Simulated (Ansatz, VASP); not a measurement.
## ZnS: VASP beside Ansatz

Contents of POSCAR:

```
ZnS
1.0
    3.8087369152      0.0000000000      0.0000000000
   -1.9043684576      3.2984629249      0.0000000000
    0.0000000000      0.0000000000     12.4664651431
Zn S
4 4
Direct
    0.0000000000      0.0000000000     -0.0076395240
    0.0000000000      0.0000000000      0.5078683088
    0.3333333333      0.6666666667      0.2463422772
    0.6666666667      0.3333333333      0.7537989576
    0.0000000000      0.0000000000      0.2113007037
    0.0000000000      0.0000000000      0.6631715835
    0.3333333333      0.6666666667      0.4342692161
    0.6666666667      0.3333333333      0.9408884771
```

INCAR.step1

```
  ALGO = Normal
  EDIFF = 1E-4
  ENCUT = 520
  GGA = PE
  ISMEAR = 0
  LASPH = T
  LCHARG = F
  LREAL = F
  LWAVE = T
  NBANDS = 46
  NELM = 100
  PREC = Accurate
  SIGMA = 0.05
```

Contents of INCAR.step2:

```
  ALGO = Normal
  EDIFF = 1E-6
  ENCUT = 520
  ISIF = 2
  ISMEAR = 0
  ISTART = 1
  LASPH = T
  LCHARG = F
  LMIXTAU = T
  LREAL = F
  LWAVE = F
  METAGGA = R2SCAN
  NBANDS = 46
  NELM = 100
  PREC = Accurate
  SIGMA = 0.05
```

Contents of KPOINTS:

```
k-points
0
Gamma
  6 6 2
```

Input for Ansatz:

```yaml
crystal:
  lattice:
    - [3.8087369152, 0.0, 0.0]
    - [-1.9043684576, 3.2984629249, 0.0]
    - [0.0, 0.0, 12.4664651431]
  atoms:
    - { symbol: Zn, position: [0.0, 0.0, -0.007639524] }
    - { symbol: Zn, position: [0.0, 0.0, 0.5078683088] }
    - { symbol: Zn, position: [0.3333333333, 0.6666666667, 0.2463422772] }
    - { symbol: Zn, position: [0.6666666667, 0.3333333333, 0.7537989576] }
    - { symbol: S, position: [0.0, 0.0, 0.2113007037] }
    - { symbol: S, position: [0.0, 0.0, 0.6631715835] }
    - { symbol: S, position: [0.3333333333, 0.6666666667, 0.4342692161] }
    - { symbol: S, position: [0.6666666667, 0.3333333333, 0.9408884771] }
basis:
  ecutwfc: 500
kpoints:
  mp_grid: { grid: [6, 6, 2] }
hamiltonian:
  xc: r2scan
scf:
  occupations: { method: gaussian, width: 0.05 }
output:
  forces: true
  stress: true
  eigenvalues: true
```

Change from the starting cell: mode 24 (340.4 1/cm) frozen in, largest displacement -0.300 Å.

Alike in both runs: task single point; functional r2SCAN; k mesh 6 × 6 × 2; occupations gaussian, width 0.05 eV; no spin polarisation.

```csv
,VASP,Ansatz
version,VASP 6.6.1,Ansatz 0.2.0
potentials or method,"VASP PAW PBE potentials, release 64 (Zn, S), cutoff 520 eV","scalar-relativistic, plane waves, PAW"
valence electrons in the cell,72,72
```

```csv
,VASP,Ansatz,Ansatz less VASP
gap on the k mesh at the Fermi level (eV),1.41,1.43,+0.014
least direct gap on the mesh (eV),1.41,1.43,+0.014
pressure (GPa),3.2,3.1,-0.11
"traceless stress, the component that is largest in VASP (GPa)",4.87,4.74,-0.126
rms of the force components (eV/Å),2.117,2.087,-0.0299
```

VASP's potentials were made for PBE, not for r2SCAN. Atom by atom the forces differ by 0.031 eV/Å (rms over components). With one functional, cell and mesh, what is left measures potentials, basis and numerics.
